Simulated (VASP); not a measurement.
# Sb (P2_1/m) in VASP: further runs, part 2 of 2

VASP 6.6.1. The steps go on from the part before.

## 3. Relaxation of cell and atoms, LDA

This run uses another cell than the first one, of 29.90 Å³/atom, 1.064 times its volume.

Input file INCAR:

```
SYSTEM = Sb
  ALGO = Normal
  EDIFF = 1E-6
  EDIFFG = -0.002
  ENCUT = 600
  GGA = CA
  IBRION = 2
  ISIF = 3
  ISMEAR = 0
  LASPH = .True.
  LCHARG = .False.
  LREAL = .False.
  LWAVE = .False.
  NELM = 100
  NSW = 100
  PREC = Accurate
  SIGMA = 0.1
```

Input file KPOINTS:

```
k-points
0
Gamma
  14 10 10
  0 0 0
```

Input file POSCAR:

```
Sb
1.0
    3.1224020000      0.0000000000      0.0000000000
    0.0000000000      4.3475180000      0.0000000000
   -0.0389150000      0.0000000000      4.4058520000
Sb
2
Direct
    0.9886110000      0.7500000000      0.7588340000
    0.0113890000      0.2500000000      0.2411660000
```

Potentials or basis: VASP PAW LDA potentials, release 64 (Sb).

Started as:

```console
$ cat potpaw_LDA.64/Sb/POTCAR > POTCAR
$ mpirun -np 1 vasp_std > vasp.out
```

OUTCAR:

```text
SYSTEM = Sb
   EDIFF = 1E-6
   EDIFFG = -0.002
   ENCUT = 600
   GGA = CA
   IBRION = 2
   ISIF = 3
   ISMEAR = 0
   LASPH = .True.
   LREAL = .False.
   NELM = 100
   NSW = 100
   PREC = Accurate

 ion  position               nearest neighbor table
   1  0.989  0.750  0.759-   2 3.04   2 3.04   2 3.15   2 3.15
   2  0.011  0.250  0.241-   1 3.04   1 3.04   1 3.15   1 3.15

  LATTYP: Found a simple monoclinic cell.
 ALAT       =     3.1224020000
 B/A-ratio  =     1.3923633152
 C/A-ratio  =     1.4111007668
 COS(beta)  =    -0.0088322263

  Lattice vectors:

 A1 = (   3.1224020000,   0.0000000000,   0.0000000000)
 A2 = (   0.0000000000,   4.3475180000,   0.0000000000)
 A3 = (  -0.0389150000,   0.0000000000,   4.4058520000)

Analysis of symmetry for initial positions (statically):
=====================================================================
 Subroutine PRICEL returns:
 Original cell was already a primitive cell.

 Routine SETGRP: Setting up the symmetry group for a
 simple monoclinic supercell.

 Subroutine GETGRP returns: Found  4 space group operations
 (whereof  2 operations were pure point group operations)
 out of a pool of  4 trial point group operations.

The static configuration has the point symmetry S_2 .
 The point group associated with its full space group is C_2h.

Analysis of symmetry for dynamics (positions and initial velocities):
=====================================================================
 Subroutine PRICEL returns:
 Original cell was already a primitive cell.

 Routine SETGRP: Setting up the symmetry group for a
 simple monoclinic supercell.

 Subroutine GETGRP returns: Found  4 space group operations
 (whereof  2 operations were pure point group operations)
 out of a pool of  4 trial point group operations.

The dynamic configuration has the point symmetry S_2 .
 The point group associated with its full space group is C_2h.

 Subroutine INISYM returns: Found  4 space group operations
 (whereof  2 operations are pure point group operations),
 and found     1 'primitive' translations

----------------------------------------------------------------------------------------

[... 116 lines left out ...]
   LORBIT       =      0    0 simple, 1 ext, 2 COOP (PROOUT), +10 PAW based schemes
   GGA     = CA    functional components
   LHFCALC =     F    Hartree Fock is set to
   AEXX    =    0.0000 exact exchange contribution
   IVDW    =     0    specifies the selected vdW correction
   LEPSILON=     F    determine dielectric tensor
   LRPA    =     F    only Hartree local field effects (RPA)
 conjugate gradient relaxation of ions
 non-spin polarized calculation
 Gauss-broadening in eV      SIGMA  =   0.10
  energy-cutoff  :      600.00
  volume of cell :       59.81
 maximum number of plane-waves:      2020
 NGX is ok and might be reduce to    28
   NGX = 13   NGY = 17   NGZ = 17

--------------------------------------- Ionic step        1  -------------------------------------------

 number of electron      10.0000000 magnetization

 Free energy of the ion-electron system (eV)
  ---------------------------------------------------
  ext. energy  EPLUGINS =         0.00000000
  ---------------------------------------------------
  free energy    TOTEN  =        -9.54583439 eV

  energy without entropy =       -9.53975793  energy(sigma->0) =       -9.54279616

 E-fermi :   6.9342     XC(G=0):  -9.7899

 val. band max:        6.9282373872   @ k =  -0.2143   0.1000   0.4000
 cond. band min:       6.9364410134   @ k =  -0.2143   0.4000   0.1000
 fundamental gap:      0.0082036262
 Fermi energy:         6.9341847517

 k-point     1 :       0.0000    0.0000    0.0000
  band No.  band energies     occupation
      1      -5.4292      2.00000
      2      -0.4054      2.00000
      3       3.4077      2.00000
      4       3.5388      2.00000
      5       9.1063      0.00000
      6      10.0236      0.00000
      7      10.2451      0.00000
      8      10.3808      0.00000
      9      13.6254      0.00000
[... 377 lines left out ...]
  FREE ENERGIE OF THE ION-ELECTRON SYSTEM (eV)
  ---------------------------------------------------
  free  energy   TOTEN  =        -9.5821873941 eV

  energy  without entropy=       -9.5762716163  energy(sigma->0) =       -9.57922951

[... ionic steps 4 to 27 ...]

--------------------------------------- Ionic step       28  -------------------------------------------

 number of electron      10.0000000 magnetization

------------------------ aborting loop because EDIFF is reached ----------------------------------------
[... 67 lines left out ...]
--------------------------------------- Ionic step       30  -------------------------------------------

 number of electron      10.0000000 magnetization

 Free energy of the ion-electron system (eV)
  ---------------------------------------------------
  ext. energy  EPLUGINS =         0.00000000
  ---------------------------------------------------
  free energy    TOTEN  =        -9.58982072 eV

  energy without entropy =       -9.58382473  energy(sigma->0) =       -9.58682273

 E-fermi :   7.7256     XC(G=0): -10.0360

 val. band max:        7.7253173382   @ k =  -0.2143   0.4000   0.1000
 cond. band min:       7.7262441866   @ k =   0.2143   0.4000   0.1000
 fundamental gap:      0.0009268484
 Fermi energy:         7.7256117145

 k-point     1 :       0.0000    0.0000    0.0000
  band No.  band energies     occupation
      1      -5.1200      2.00000
      2       0.3033      2.00000
      3       3.9532      2.00000
      4       3.9547      2.00000
      5       9.7205      0.00000
      6      11.0646      0.00000
      7      11.1093      0.00000
      8      11.1100      0.00000
      9      14.6642      0.00000
[... 305 lines left out ...]
  FREE ENERGIE OF THE ION-ELECTRON SYSTEM (eV)
  ---------------------------------------------------
  free  energy   TOTEN  =        -9.5898207235 eV

  energy  without entropy=       -9.5838247265  energy(sigma->0) =       -9.58682273

 reached required accuracy - stopping structural energy minimisation
```

OSZICAR:

```text
N       E                     dE             d eps       ncg     rms          rms(c)
DAV:   1     0.405870512235E+02    0.40587E+02   -0.38512E+03  7776   0.978E+02
DAV:   2    -0.794114563074E+01   -0.48528E+02   -0.47410E+02 11659   0.129E+02
DAV:   3    -0.953886699668E+01   -0.15977E+01   -0.15636E+01  9105   0.294E+01
DAV:   4    -0.955517285852E+01   -0.16306E-01   -0.16273E-01 10091   0.329E+00
[... 165 lines left out ...]
DAV:   1    -0.958982102085E+01   -0.11115E-05   -0.80270E-05  8343   0.563E-02    0.289E-03
DAV:   2    -0.958982098670E+01    0.34151E-07   -0.24808E-06  7730   0.123E-02
  29 F= -.95898210E+01 E0= -.95868226E+01  d E =-.113592E-05
       N       E                     dE             d eps       ncg     rms          rms(c)
DAV:   1    -0.958982076474E+01    0.25611E-06   -0.45012E-05  8457   0.424E-02    0.239E-03
DAV:   2    -0.958982072347E+01    0.41272E-07   -0.14350E-06  6248   0.955E-03
  30 F= -.95898207E+01 E0= -.95868227E+01  d E =-.872687E-06
```

CONTCAR:

```text
Sb
   1.00000000000000
     3.0472943261355856    0.0000000000000000    0.0138726913589220
     0.0000000000000000    4.3029377308920740    0.0000000000000000
    -0.0183608655329093    0.0000000000000000    4.3023313716944918
  Sb
     2
Direct
     0.0002252726636784    0.7500000000000000    0.7500292360813493
     0.9997747273363217    0.2500000000000000    0.2499707639186506

  0.00000000E+00  0.00000000E+00  0.00000000E+00
  0.00000000E+00  0.00000000E+00  0.00000000E+00
```

Run time: 24 min. Hardware: 1 thread of Intel Xeon Platinum 8488C (Sapphire Rapids), shared host; peak memory 0.4 GiB.

What came out:

```yaml
Free_energy: -9.5898 eV
Relaxed_volume: 28.21 Å³/atom
Relaxed_cell: a = 3.047 Å, b = 4.303 Å, c = 4.302 Å, α = 90.00°, β = 89.98°, γ = 90.00°
Space_group_after_relaxing_to_0.05_Å: Pm-3m (No. 221)
Energy_gained_by_relaxing: 22.0 meV/atom
Ionic_steps: 30
Pressure_after_relaxing: 0.0 GPa
Band_gap_on_the_k_mesh: zero (band 5 reaches 13.24 eV, above the bottom of band 6 at 3.97 eV)
```

The path:
```csv
step,energy change (eV),largest force (eV/Å),pressure (GPa),volume (Å³)
1,0.0000,0.0867,-3.21,59.81
2,-0.0251,0.2154,2.19,54.76
3,-0.0364,0.1712,0.06,56.47
4,-0.0389,0.1377,0.06,56.43
5,-0.0422,0.0494,0.13,56.30
6,-0.0430,0.0232,-0.16,56.54
7,-0.0432,0.0279,-0.07,56.46
8,-0.0434,0.0231,0.04,56.36
9,-0.0434,0.0219,0.12,56.30
10,-0.0435,0.0220,0.08,56.33
11,-0.0436,0.0260,0.00,56.41
12,-0.0437,0.0247,-0.03,56.43
13,-0.0437,0.0213,-0.10,56.50
14,-0.0438,0.0197,-0.08,56.48
15,-0.0439,0.0151,-0.01,56.41
16,-0.0439,0.0066,0.15,56.28
17,-0.0439,0.0100,0.09,56.33
18,-0.0440,0.0068,0.04,56.37
19,-0.0440,0.0047,0.01,56.40
20,-0.0440,0.0038,0.01,56.41
21,-0.0440,0.0014,-0.04,56.44
22,-0.0440,0.0029,-0.02,56.43
23,-0.0440,0.0031,-0.02,56.42
24,-0.0440,0.0035,-0.02,56.42
25,-0.0440,0.0025,-0.01,56.41
26,-0.0440,0.0008,0.03,56.38
27,-0.0440,0.0013,0.03,56.40
28,-0.0440,0.0017,0.01,56.40
29,-0.0440,0.0007,0.01,56.41
30,-0.0440,0.0009,0.00,56.41
```

Final structure:
```
Sb
1.0
     3.04729    0.00000    0.01387
     0.00000    4.30294    0.00000
    -0.01836    0.00000    4.30233
Sb
2
Direct
  0.00023 0.75000 0.75003
  0.99977 0.25000 0.24997
```

Caveat: spin-orbit coupling is left out, which moves the levels of the heavy elements.

## 4. Single point, LDA

This run uses another cell than the first one, of 29.90 Å³/atom, 1.064 times its volume.

Input file INCAR:

```
SYSTEM = Sb
PREC = Accurate
ENCUT = 520
EDIFF = 1E-7
ISMEAR = 0
SIGMA = 0.1
LREAL = .FALSE.
LASPH = .TRUE.
NELM = 100
ALGO = Normal
ISIF = 2
LWAVE = .FALSE.
LCHARG = .FALSE.
GGA = CA
NBANDS = 12
```

Input file KPOINTS:

```
Automatic mesh
0
G
  6 4 4
  0 0 0
```

POSCAR is that of step 3.

Potentials or basis: VASP PAW LDA potentials, release 64 (Sb).

Started as:

```console
$ cat potpaw_LDA.64/Sb/POTCAR > POTCAR
$ mpirun -np 1 vasp_std > vasp.out
```

OUTCAR:

```text
SYSTEM = Sb
   PREC = Accurate
   ENCUT = 520
   EDIFF = 1E-7
   ISMEAR = 0
   LREAL = .FALSE.
   LASPH = .TRUE.
   NELM = 100
   ISIF = 2
   GGA = CA

 ion  position               nearest neighbor table
   1  0.989  0.750  0.759-   2 3.04   2 3.04   2 3.15   2 3.15
   2  0.011  0.250  0.241-   1 3.04   1 3.04   1 3.15   1 3.15

  LATTYP: Found a simple monoclinic cell.
 ALAT       =     3.1224020000
 B/A-ratio  =     1.3923633152
 C/A-ratio  =     1.4111007668
 COS(beta)  =    -0.0088322263

  Lattice vectors:

 A1 = (   3.1224020000,   0.0000000000,   0.0000000000)
[... 543 lines left out ...]
      9      12.4844      0.00000
     10      14.7366      0.00000
     11      15.2870      0.00000
     12      16.7040      0.00000

 [... further k-points ...]
[... 5 lines left out ...]
  --------------------------------------------------------------------------------------
  -------------------------------------------------------------------------------------
  Total       -2.5669005     -0.2384687     -0.4114329      0.0000000      0.0000000      0.0250392
  in kB      -68.7637439     -6.3882499    -11.0217224      0.0000000      0.0000000      0.6707649
  external PRESSURE =     -28.7245721 kB  Pullay stress =       0.0000000 kB

 VOLUME and BASIS-vectors are now :
 -----------------------------------------------------------------------------
  energy-cutoff  :      520.00
  volume of cell :       59.81
      direct lattice vectors                 reciprocal lattice vectors
     3.122402000  0.000000000  0.000000000     0.320266257  0.000000000  0.002828774
     0.000000000  4.347518000  0.000000000     0.000000000  0.230016299  0.000000000
    -0.038915000  0.000000000  4.405852000     0.000000000  0.000000000  0.226970856

 POSITION                                       TOTAL-FORCE (eV/Angst)
 -----------------------------------------------------------------------------------
      3.05731      3.26064      3.34331         0.037694      0.000000     -0.037694
      0.02618      1.08688      1.06254        -0.037694      0.000000      0.037694
 -----------------------------------------------------------------------------------
    total drift:                               -0.000000      0.000000      0.000000

  FREE ENERGIE OF THE ION-ELECTRON SYSTEM (eV)
  ---------------------------------------------------
  free  energy   TOTEN  =        -9.5747808565 eV

  energy  without entropy=       -9.5709646576  energy(sigma->0) =       -9.57287276
```

Run time: 11 s. Hardware: 1 thread of Intel Xeon Platinum 8488C (Sapphire Rapids), shared host; peak memory 0.16 GiB.

What came out:

| Quantity | Value |
| --- | --- |
| Free energy | -9.5748 eV |
| Pressure | -2.9 GPa |
| Largest force | 0.053 eV/Å |
| Band gap on the k mesh | zero (band 5 reaches 12.02 eV, above the bottom of band 6 at 3.51 eV) |

Forces in eV/Å, atoms in the order of the input:
```
Sb   0.038  0.000 -0.038
Sb  -0.038  0.000  0.038
```

Stress tensor (GPa, compression positive):
```
-6.88  0.00  0.07
 0.00 -0.64  0.00
 0.07  0.00 -1.10
```

Levels at points of the mesh, in eV from the Fermi level:
```tsv
k point	band 3	band 4	band 5	band 6	band 7	band 8
(0.00, 0.00, 0.00)	-3.48	-3.35	2.22	3.13	3.35	3.49
(0.50, 0.00, 0.00)	-4.55	-1.64	-1.51	-1.44	4.62	4.91
(0.00, 0.50, 0.00)	-1.34	-1.34	-0.78	-0.78	4.80	4.80
(0.50, 0.50, 0.00)	-3.81	-3.81	0.59	0.59	1.54	1.54
(0.00, 0.00, 0.50)	-1.44	-0.91	-0.82	-0.66	4.58	4.96
(0.50, 0.00, 0.50)	-3.99	-3.68	0.44	1.03	1.56	1.67
(0.00, 0.50, 0.50)	-5.47	-5.47	5.12	5.12	5.38	5.38
(0.50, 0.50, 0.50)	-3.49	-3.49	-3.38	-3.38	2.26	2.26
```

Caveat: the k points lie up to 0.36 Å⁻¹ apart; spin-orbit coupling is left out, which moves the levels of the heavy elements.

## 5. The runs side by side

```tsv
task	cell	k mesh	cutoff (eV)	gap on the mesh (eV)	pressure (GPa)
single point	a = 3.043, b = 4.297, c = 4.298 Å, angles 90.0, 90.2, 90.0°, 2 atoms	14 × 10 × 10	520	none	0.2
relaxation of cell and atoms	relaxed from a = 3.122, b = 4.348, c = 4.406 Å, angles 90.0, 90.5, 90.0°, 2 atoms	14 × 10 × 10	600	none	0.0
single point	a = 3.122, b = 4.348, c = 4.406 Å, angles 90.0, 90.5, 90.0°, 2 atoms	6 × 4 × 4	520	none	-2.9
```

Alike in all rows: level LDA; potentials or basis VASP PAW LDA potentials, release 64 (Sb); no spin polarisation; smearing gaussian 0.1 eV.

Caveats: some runs use coarse meshes; spin-orbit coupling is left out, which moves the levels of the heavy elements.

Absolute energies hang on the potentials; compare differences alone.
